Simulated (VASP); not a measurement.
# Ga3BAs4 (P-43m) in VASP: further runs

Runs on Ga3BAs4. Level: PBE. Tasks: relaxation of cell and atoms, single point.

All numbers are computed with VASP 6.6.1; they aren't measurements. Logs are shortened: lines on timing, memory, paths and dates and some standing lists are left out, and cuts for length are marked.

**1. The cell of the first run**

Symmetry: P-43m, No. 215, cubic system. Conventional cell: a = 5.416 Å, b = 5.416 Å, c = 5.416 Å, α = 90.00°, β = 90.00°, γ = 90.00°. Within 3.1 Å of Ga (site symmetry -42m) lie 4 As at 2.35 Å. Within 3.1 Å of B (site symmetry -43m) lie 4 As at 2.35 Å. Within 3.1 Å of As (site symmetry 3m) lie 3 Ga at 2.35 Å and 1 B at 2.35 Å.

**2. Relaxation of cell and atoms, PBE**

The input, INCAR:

```
  PREC = Accurate
  ENCUT = 600
  EDIFF = 1E-6
  ISMEAR = 0
  SIGMA = 0.1
  LREAL = F
  LASPH = T
  NELM = 80
  ALGO = Normal
  ISIF = 3
  LWAVE = F
  LCHARG = F
  GGA = PE
  IBRION = 2
  NSW = 90
  EDIFFG = -0.04
```

The input, KPOINTS:

```
regular mesh
0
Gamma
  4 4 4
```

The input, POSCAR:

```
Ga3BAs4
1.0
    5.4157579200      0.0000000000      0.0000000000
    0.0000000000      5.4157579200      0.0000000000
    0.0000000000      0.0000000000      5.4157579200
Ga B As
3 1 4
Direct
    0.5000000000      0.0000000000      0.5000000000
    0.5000000000      0.5000000000      0.0000000000
    0.0000000000      0.5000000000      0.5000000000
    0.0000000000      0.0000000000      0.0000000000
    0.2500000000      0.7500000000      0.7500000000
    0.2500000000      0.2500000000      0.2500000000
    0.7500000000      0.7500000000      0.2500000000
    0.7500000000      0.2500000000      0.7500000000
```

Potentials or basis: VASP PAW PBE potentials, release 64 (Ga_d, B, As).

Command:

```sh
cat potpaw_PBE.64/Ga_d/POTCAR potpaw_PBE.64/B/POTCAR potpaw_PBE.64/As/POTCAR > POTCAR
mpirun -np 1 vasp_std > vasp.out
```

OUTCAR:

```text
PREC = Accurate
   ENCUT = 600
   EDIFF = 1E-6
   ISMEAR = 0
   LREAL = F
   LASPH = T
   NELM = 80
   ISIF = 3
   GGA = PE
   IBRION = 2
   NSW = 90
   EDIFFG = -0.04

 ion  position               nearest neighbor table
   1  0.500  0.000  0.500-   5 2.35   6 2.35   7 2.35   8 2.35
   2  0.500  0.500  0.000-   5 2.35   6 2.35   7 2.35   8 2.35
   3  0.000  0.500  0.500-   5 2.35   6 2.35   7 2.35   8 2.35
   4  0.000  0.000  0.000-   5 2.35   6 2.35   7 2.35   8 2.35
   5  0.250  0.750  0.750-   1 2.35   2 2.35   3 2.35   4 2.35
   6  0.250  0.250  0.250-   1 2.35   2 2.35   3 2.35   4 2.35
   7  0.750  0.750  0.250-   1 2.35   2 2.35   3 2.35   4 2.35
   8  0.750  0.250  0.750-   1 2.35   2 2.35   3 2.35   4 2.35

  LATTYP: Found a simple cubic cell.
 ALAT       =     5.4157579200

  Lattice vectors:

 A1 = (   5.4157579200,   0.0000000000,   0.0000000000)
 A2 = (   0.0000000000,   5.4157579200,   0.0000000000)
 A3 = (   0.0000000000,   0.0000000000,   5.4157579200)

Analysis of symmetry for initial positions (statically):
=====================================================================
 Subroutine PRICEL returns:
 Original cell was already a primitive cell.

 Routine SETGRP: Setting up the symmetry group for a
 simple cubic supercell.

 Subroutine GETGRP returns: Found 24 space group operations
 (whereof 24 operations were pure point group operations)
 out of a pool of 48 trial point group operations.

The static configuration has the point symmetry T_d .

Analysis of symmetry for dynamics (positions and initial velocities):
=====================================================================
 Subroutine PRICEL returns:
 Original cell was already a primitive cell.

 Routine SETGRP: Setting up the symmetry group for a
 simple cubic supercell.

 Subroutine GETGRP returns: Found 24 space group operations
 (whereof 24 operations were pure point group operations)
 out of a pool of 48 trial point group operations.

The dynamic configuration has the point symmetry T_d .

 Subroutine INISYM returns: Found 24 space group operations
 (whereof 24 operations are pure point group operations),
 and found     1 'primitive' translations

----------------------------------------------------------------------------------------

                                     Primitive cell

  volume of cell :     158.8465

  direct lattice vectors                    reciprocal lattice vectors
     5.415757920  0.000000000  0.000000000     0.184646362  0.000000000  0.000000000
     0.000000000  5.415757920  0.000000000     0.000000000  0.184646362  0.000000000
     0.000000000  0.000000000  5.415757920     0.000000000  0.000000000  0.184646362

  length of vectors
     5.415757920  5.415757920  5.415757920     0.184646362  0.184646362  0.184646362

  position of ions in fractional coordinates (direct lattice)
     0.500000000  0.000000000  0.500000000
     0.500000000  0.500000000  0.000000000
     0.000000000  0.500000000  0.500000000
     0.000000000  0.000000000  0.000000000
     0.250000000  0.750000000  0.750000000
     0.250000000  0.250000000  0.250000000
     0.750000000  0.750000000  0.250000000
     0.750000000  0.250000000  0.750000000

  ion indices of the primitive-cell ions
   primitive index   ion index
                 1           1
                 2           2
                 3           3
                 4           4
                 5           5
                 6           6
                 7           7
                 8           8

----------------------------------------------------------------------------------------

 KPOINTS: regular mesh

Automatic generation of k-mesh.
 Grid dimensions read from file:
 generate k-points for:    4    4    4

 Generating k-lattice:

  Cartesian coordinates                     Fractional coordinates (reciprocal lattice)
     0.046161591  0.000000000  0.000000000     0.250000000  0.000000000  0.000000000
     0.000000000  0.046161591  0.000000000     0.000000000  0.250000000  0.000000000
     0.000000000  0.000000000  0.046161591     0.000000000  0.000000000  0.250000000

  Length of vectors
     0.046161591  0.046161591  0.046161591

  Shift w.r.t. Gamma in fractional coordinates (k-lattice)
     0.000000000  0.000000000  0.000000000

 Subroutine IBZKPT returns following result:
 ===========================================

 Found     10 irreducible k-points:

 Following reciprocal coordinates:
            Coordinates               Weight
  0.000000  0.000000  0.000000      1.000000
  0.250000  0.000000  0.000000      6.000000
  0.500000  0.000000  0.000000      3.000000
  0.250000  0.250000  0.000000     12.000000
  0.500000  0.250000  0.000000     12.000000
  0.500000  0.500000  0.000000      3.000000
  0.250000  0.250000  0.250000      8.000000
  0.500000  0.250000  0.250000     12.000000
  0.500000  0.500000  0.250000      6.000000
  0.500000  0.500000  0.500000      1.000000
   k-points           NKPTS =     10   k-points in BZ     NKDIM =     10   number of bands    NBANDS=     37
   number of dos      NEDOS =    301   number of ions     NIONS =      8
   total plane-waves  NPLWV = 110592
   dimension x,y,z NGX =    48 NGY =   48 NGZ =   48
   dimension x,y,z NGXF=    96 NGYF=   96 NGZF=   96
   ions per type =               3   1   4
   NGX,Y,Z   is equivalent  to a cutoff of  14.73, 14.73, 14.73 a.u.
   NGXF,Y,Z  is equivalent  to a cutoff of  29.47, 29.47, 29.47 a.u.
 SYSTEM =  unknown system
   PREC   = accura    normal or accurate (medium, high low for compatibility)
   ISTART =      0    job   : 0-new  1-cont  2-samecut
   ICHARG =      2    charge: 1-file 2-atom 10-const
   ISPIN  =      1    spin polarized calculation?
   LNONCOLLINEAR =      F non collinear calculations
   LSORBIT =      F    spin-orbit coupling
   LASPH  =      T    aspherical Exc in radial PAW
   ENCUT  =  600.0 eV  44.10 Ry    6.64 a.u.  10.82 10.82 10.82*2*pi/ulx,y,z
   NELM   =     80;   NELMIN=  2; NELMDL= -5     # of ELM steps
   EDIFF  = 0.1E-05   stopping-criterion for ELM
   LREAL  =      F    real-space projection
   EDIFFG = -.4E-01   stopping-criterion for IOM
   NSW    =     90    number of steps for IOM
   IBRION =      2    ionic relax: 0-MD 1-quasi-New 2-CG
   NFREE  =      1    steps in history (QN), initial steepest desc. (CG)
   ISIF   =      3    stress and relaxation
   ISYM   =      2    0-nonsym 1-usesym 2-fastsym
   POTIM  = 0.5000    time-step for ionic-motion
   TEBEG  =    0.0;   TEEND  =   0.0 temperature during run
   PSTRESS=    0.0 pullay stress
   NELECT =      62.0000    total number of electrons
   NUPDOWN=      -1.0000    fix difference up-down
   EMIN   =  10.00;   EMAX   =-10.00  energy-range for DOS
   EFERMI =   0.00;   METHOD = LEGACY
   ISMEAR =     0;   SIGMA  =   0.10  broadening in eV -4-tet -1-fermi 0-gaus
   EFERMI_NEDOS =   21; number of points for ismear=-14 and -15
   IALGO  =     38    algorithm
   IMIX   =      4    mixing-type and parameters
     AMIX     =   0.40;   BMIX     =  1.00
     AMIX_MAG =   1.60;   BMIX_MAG =  1.00
  volume/ion in A,a.u.               =      19.86       133.99
  Fermi-wavevector in a.u.,A,eV,Ry     =   1.196408  2.260884 19.475288  1.431393
  Thomas-Fermi vector in A             =   2.332350
   LORBIT       =      0    0 simple, 1 ext, 2 COOP (PROOUT), +10 PAW based schemes
   GGA     = PE    functional components
   LHFCALC =     F    Hartree Fock is set to
   AEXX    =    0.0000 exact exchange contribution
   IVDW    =     0    specifies the selected vdW correction
   LEPSILON=     F    determine dielectric tensor
   LRPA    =     F    only Hartree local field effects (RPA)
 conjugate gradient relaxation of ions
 non-spin polarized calculation
 Gauss-broadening in eV      SIGMA  =   0.10
  energy-cutoff  :      600.00
  volume of cell :      158.85
 maximum number of plane-waves:      5400
 NGX is ok and might be reduce to    48
   NGX = 21   NGY = 21   NGZ = 21

--------------------------------------- Ionic step        1  -------------------------------------------

 number of electron      62.0000019 magnetization

 Free energy of the ion-electron system (eV)
  ---------------------------------------------------
  ext. energy  EPLUGINS =         0.00000000
  ---------------------------------------------------
  free energy    TOTEN  =       -34.03739989 eV

  energy without entropy =      -34.03737332  energy(sigma->0) =      -34.03738661

 E-fermi :   4.8122     XC(G=0):  -9.8946

 val. band max:        4.5831089513   @ k =   0.0000   0.0000   0.0000
 cond. band min:       5.0181720267   @ k =   0.5000   0.5000   0.5000
 fundamental gap:      0.4350630754
 Fermi energy:         4.8122201886

 k-point     1 :       0.0000    0.0000    0.0000
  band No.  band energies     occupation
      1     -10.5661      2.00000
      2     -10.5661      2.00000
      3     -10.5661      2.00000
      4     -10.4140      2.00000
      5     -10.4140      2.00000
      6     -10.4140      2.00000
[... 29 lines left out ...]
     36       6.2277      0.00000
     37       6.4254      0.00000
[... 548 lines left out ...]
 POSITION                                       TOTAL-FORCE (eV/Angst)
 -----------------------------------------------------------------------------------
      2.75845      0.00000      2.75845        -0.000000     -0.000000      0.000000
      2.75845      2.75845     -0.00000        -0.000000     -0.000000     -0.000000
      0.00000      2.75845      2.75845        -0.000000     -0.000000      0.000000
      0.00000      0.00000      0.00000        -0.000000     -0.000000     -0.000000
      1.25408      4.26283      4.26283         0.028013     -0.028013     -0.028013
      1.25408      1.25408      1.25408         0.028013      0.028013      0.028013
      4.26283      4.26283      1.25408        -0.028013     -0.028013      0.028013
      4.26283      1.25408      4.26283        -0.028013      0.028013     -0.028013
 -----------------------------------------------------------------------------------
    total drift:                                0.000000      0.000000     -0.000000

  FREE ENERGIE OF THE ION-ELECTRON SYSTEM (eV)
  ---------------------------------------------------
  free  energy   TOTEN  =       -35.3010243080 eV

  energy  without entropy=      -35.3010216554  energy(sigma->0) =      -35.30102298

--------------------------------------- Ionic step        6  -------------------------------------------

 number of electron      61.9999997 magnetization

 Free energy of the ion-electron system (eV)
  ---------------------------------------------------
  ext. energy  EPLUGINS =         0.00000000
  ---------------------------------------------------
  free energy    TOTEN  =       -35.30121302 eV

  energy without entropy =      -35.30121003  energy(sigma->0) =      -35.30121153

 E-fermi :   4.3632     XC(G=0):  -9.6495

 val. band max:        4.0902900874   @ k =   0.0000   0.0000   0.0000
 cond. band min:       4.6173386757   @ k =   0.5000   0.5000   0.5000
 fundamental gap:      0.5270485883
 Fermi energy:         4.3632145759

 k-point     1 :       0.0000    0.0000    0.0000
  band No.  band energies     occupation
      1     -10.8050      2.00000
      2     -10.8050      2.00000
      3     -10.8050      2.00000
      4     -10.7111      2.00000
      5     -10.7003      2.00000
      6     -10.7003      2.00000
[... 29 lines left out ...]
     36       5.5103      0.00000
     37       5.5103      0.00000
[... 371 lines left out ...]
 VOLUME and BASIS-vectors are now :
 -----------------------------------------------------------------------------
  energy-cutoff  :      600.00
  volume of cell :      168.15
      direct lattice vectors                 reciprocal lattice vectors
     5.519488996 -0.000000000 -0.000000000     0.181176192  0.000000000  0.000000000
    -0.000000000  5.519488996 -0.000000000     0.000000000  0.181176192 -0.000000000
    -0.000000000  0.000000000  5.519488996     0.000000000  0.000000000  0.181176192

 POSITION                                       TOTAL-FORCE (eV/Angst)
 -----------------------------------------------------------------------------------
      2.75974      0.00000      2.75974        -0.000000      0.000000      0.000000
      2.75974      2.75974     -0.00000         0.000000      0.000000      0.000000
      0.00000      2.75974      2.75974        -0.000000      0.000000      0.000000
      0.00000      0.00000      0.00000        -0.000000      0.000000      0.000000
      1.25601      4.26347      4.26347         0.010681     -0.010681     -0.010681
      1.25601      1.25601      1.25601         0.010681      0.010681      0.010681
      4.26347      4.26347      1.25601        -0.010681     -0.010681      0.010681
      4.26347      1.25601      4.26347        -0.010681      0.010681     -0.010681
 -----------------------------------------------------------------------------------
    total drift:                                0.000000      0.000000     -0.000000

  FREE ENERGIE OF THE ION-ELECTRON SYSTEM (eV)
  ---------------------------------------------------
  free  energy   TOTEN  =       -35.3012130235 eV

  energy  without entropy=      -35.3012100278  energy(sigma->0) =      -35.30121153

 reached required accuracy - stopping structural energy minimisation
```

It took 7.8 min on 1 thread of Intel Xeon Platinum 8488C (Sapphire Rapids), shared host; peak memory 0.37 GiB.

Results:

```yaml
Free_energy: -35.3012 eV
Relaxed_volume: 21.02 Å³/atom
Relaxed_cell: a = 5.519 Å, b = 5.519 Å, c = 5.519 Å, α = 90.00°, β = 90.00°, γ = 90.00°
Space_group_after_relaxing_to_0.1_Å: P-43m (No. 215)
Energy_gained_by_relaxing: 158.0 meV/atom
Ionic_steps: 6
Pressure_after_relaxing: -0.2 GPa
Band_gap_on_the_k_mesh: 0.53 eV (least direct gap 0.58 eV)
```

The path:
| step | energy change (eV) | largest force (eV/Å) | pressure (GPa) | volume (Å³) |
| --- | --- | --- | --- | --- |
| 1 | 0.0000 | 2.5511 | 7.04 | 158.85 |
| 2 | -0.9362 | 0.8640 | -3.89 | 179.77 |
| 3 | -0.9397 | 0.9568 | -3.43 | 178.30 |
| 4 | -1.2351 | 0.3083 | -1.29 | 170.95 |
| 5 | -1.2636 | 0.0485 | -0.03 | 167.91 |
| 6 | -1.2638 | 0.0185 | -0.16 | 168.15 |

Final structure:
```
CELL_PARAMETERS angstrom
5.51949 0.00000 0.00000
0.00000 5.51949 0.00000
0.00000 0.00000 5.51949
ATOMIC_POSITIONS crystal
Ga 0.50000 0.00000 0.50000
Ga 0.50000 0.50000 0.00000
Ga 0.00000 0.50000 0.50000
B 0.00000 0.00000 0.00000
As 0.22756 0.77244 0.77244
As 0.22756 0.22756 0.22756
As 0.77244 0.77244 0.22756
As 0.77244 0.22756 0.77244
```

Levels at points of the mesh, in eV from the valence-band top:
```
           k point  band 28  band 29  band 30  band 31  band 32  band 33  band 34  band 35
(0.00, 0.00, 0.00)    -2.59     0.00     0.00     0.00     0.58     1.20     1.20     1.42
(0.50, 0.00, 0.00)    -2.13    -2.13    -1.28    -1.28     1.59     1.83     3.13     3.17
(0.50, 0.50, 0.00)    -1.70    -1.70    -1.28    -0.57     1.80     2.29     3.20     3.20
(0.50, 0.50, 0.50)    -0.96    -0.96    -0.71    -0.71     0.53     1.02     1.02     1.02
```

A k mesh can miss the band edges.

**3. Single point, PBE**

This run uses another cell than the first one, of 20.93 Å³/atom.

The input, INCAR:

```
SYSTEM = Ga3BAs4
  ALGO = Normal
  EDIFF = 1E-7
  ENCUT = 520
  GGA = PE
  ISIF = 2
  ISMEAR = 0
  LASPH = .TRUE.
  LCHARG = .FALSE.
  LREAL = .FALSE.
  LWAVE = .FALSE.
  NBANDS = 41
  NELM = 100
  PREC = Accurate
  SIGMA = 0.02
```

The input, KPOINTS:

```
k-points
0
G
  8 8 8
  0 0 0
```

The input, POSCAR:

```
Ga3BAs4
1.0
    5.5117447578      0.0000000000      0.0000000000
    0.0000000000      5.5117447578      0.0000000000
    0.0000000000      0.0000000000      5.5117447578
Ga B As
3 1 4
Direct
    0.5000000000      0.0000000000      0.5000000000
    0.5000000000      0.5000000000      0.0000000000
    0.0000000000      0.5000000000      0.5000000000
    0.0000000000      0.0000000000      0.0000000000
    0.2276696422      0.7723303578      0.7723303578
    0.2276696422      0.2276696422      0.2276696422
    0.7723303578      0.7723303578      0.2276696422
    0.7723303578      0.2276696422      0.7723303578
```

Potentials or basis: VASP PAW PBE potentials, release 64 (Ga_d, B, As).

Command:

```sh
cat potpaw_PBE.64/Ga_d/POTCAR potpaw_PBE.64/B/POTCAR potpaw_PBE.64/As/POTCAR > POTCAR
mpirun -np 1 vasp_std > vasp.out
```

Wall time 4.9 min (1 thread of Intel Xeon Platinum 8488C (Sapphire Rapids), shared host); peak memory 0.37 GiB.

It converged, with:

```
Free energy            : -35.3286 eV
Pressure               : 0.2 GPa
Band gap on the k mesh : 0.54 eV (least direct gap 0.61 eV)
```

Levels at points of the mesh, in eV from the valence-band top:
| k point | band 29 | band 30 | band 31 | band 32 | band 33 | band 34 |
| --- | --- | --- | --- | --- | --- | --- |
| (0.00, 0.00, 0.00) | 0.00 | 0.00 | 0.00 | 0.61 | 1.20 | 1.20 |
| (0.50, 0.00, 0.00) | -2.14 | -1.29 | -1.29 | 1.59 | 1.83 | 3.15 |
| (0.50, 0.50, 0.00) | -1.71 | -1.29 | -0.58 | 1.82 | 2.30 | 3.22 |
| (0.50, 0.50, 0.50) | -0.97 | -0.71 | -0.71 | 0.54 | 1.04 | 1.04 |
